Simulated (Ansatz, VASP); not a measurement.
One calculation of BiTe, two programs

Contents of POSCAR:

```
BiTe
1.0
    0.0000000000      3.2374487800      3.2374487800
    3.2374487800      0.0000000000      3.2374487800
    3.2374487800      3.2374487800      0.0000000000
Bi Te
1 1
Direct
    0.0000000000      0.0000000000      0.0000000000
    0.5000000000      0.5000000000      0.5000000000
```

INCAR.step1

```
SYSTEM = BiTe
PREC = Accurate ; ENCUT = 520
ISMEAR = -1 ; SIGMA = 0.1
LREAL = .False. ; LASPH = .True.
NELM = 80 ; NBANDS = 18
GGA = PE ; ALGO = Normal
EDIFF = 1E-4 ; LWAVE = .True.
LCHARG = .False.
```

The input INCAR.step2:

```
SYSTEM = BiTe
PREC = Accurate ; ENCUT = 520
EDIFF = 1E-7 ; ISMEAR = -1
SIGMA = 0.1 ; LREAL = .False.
LASPH = .True. ; NELM = 80
ALGO = Normal ; ISIF = 2
LWAVE = .False. ; LCHARG = .False.
METAGGA = R2SCAN ; LMIXTAU = .True.
NBANDS = 18 ; ISTART = 1
```

File KPOINTS:

```
Automatic mesh
0
Gamma
  9 9 9
  0 0 0
```

Input for Ansatz:

```yaml
crystal:
  lattice:
    - [0.0, 3.23744878, 3.23744878]
    - [3.23744878, 0.0, 3.23744878]
    - [3.23744878, 3.23744878, 0.0]
  atoms:
    - { symbol: Bi, position: [0.0, 0.0, 0.0] }
    - { symbol: Te, position: [0.5, 0.5, 0.5] }
  symmetry: { tolerance: 0.0003 }
hamiltonian:
  xc: r2scan
  pseudopotentials: { kind: paw, azcp: { folder: soft_1 } }
basis:
  ecutwfc: 500
magnetization:
  spin_polarized: false
scf:
  occupations: { method: fermi_dirac, width: 0.1 }
kpoints:
  mp_grid: { grid: [9, 9, 9], shift: [0, 0, 0] }
  band_path:
    path:
      - [0.0, 0.0, 0.0]
      - [0.5, 0.0, 0.5]
      - [0.625, 0.25, 0.625]
      - [0.375, 0.375, 0.75]
      - [0.0, 0.0, 0.0]
      - [0.5, 0.5, 0.5]
      - [0.5, 0.25, 0.75]
      - [0.5, 0.0, 0.5]
    npoints: 15
output:
  forces: true
  stress: true
  eigenvalues: true
  bader: true
  populations: true
  elf: true
  write_potential: true
  write_density: true
  volumetric_format: npy
  dos:
    e_range: [-12, 8]
    de: 0.05
    projected: { site_lists: { Bi: [Bi], Te: [Te] } }
```

Alike in both runs: task single point; functional r2SCAN; k mesh 9 × 9 × 9; occupations fermi-dirac, width 0.1 eV; no spin polarisation.

|  | VASP | Ansatz |
| --- | --- | --- |
| version | VASP 6.6.1 | Ansatz 0.2.0 |
| potentials or method | VASP PAW PBE potentials, release 64 (Bi_d, Te), cutoff 520 eV | PAW plane waves |
| valence electrons in the cell | 21 | 31 |

```tsv
	VASP	Ansatz	Ansatz less VASP
pressure (GPa)	-0.1	0.0	+0.06
```

VASP's potentials were made for PBE, not for r2SCAN. With one functional, cell and mesh, what is left measures potentials, basis and numerics. VASP's potentials hold 21 valence electrons a cell and Ansatz's 31, so a difference there can come from the potentials and not from the codes.

Neither program's run includes spin-orbit coupling.
